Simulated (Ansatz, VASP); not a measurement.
## MgI2 in VASP and in Ansatz

```
Mg I
1.0
     4.39941    0.00000    0.00000
    -2.19970    3.81000    0.00000
     0.00000    0.00000    7.31109
Mg I
1 2
Direct
  0.00000 0.00000 0.00000
  0.33333 0.66667 0.25000
  0.66667 0.33333 0.75000
```

Alike in both runs: task single point; functional PBE; k mesh 9 × 9 × 4; occupations gaussian, width 0.05 eV; no spin polarisation.

|  | VASP | Ansatz |
| --- | --- | --- |
| version | VASP 6.6.1 | Ansatz 0.2.0 |
| potentials or method | VASP PAW PBE potentials, release 64 (Mg, I), cutoff 520 eV | scalar-relativistic, plane waves, PAW |
| valence electrons in the cell | 16 | 44 |

VASP gave:

| Quantity | Value |
| --- | --- |
| gap on the k mesh at the Fermi level (eV) | 2.94 |
| pressure (GPa) | -3.3 |
| traceless stress, the component that is largest in VASP (GPa) | -0.27 |
| rms of the force components (eV/Å) | 0.399 |

Q: Estimate Ansatz's values.

A: gap on the k mesh at the Fermi level (eV): 2.96; pressure (GPa): -3.2; traceless stress, the component that is largest in VASP (GPa): -0.28; rms of the force components (eV/Å): 0.395.

Atom by atom the forces differ by 0.004 eV/Å (rms over components). VASP's potentials hold 16 valence electrons a cell and Ansatz's 44, so a difference there can come from the potentials and not from the codes.

Neither program's run includes spin-orbit coupling.
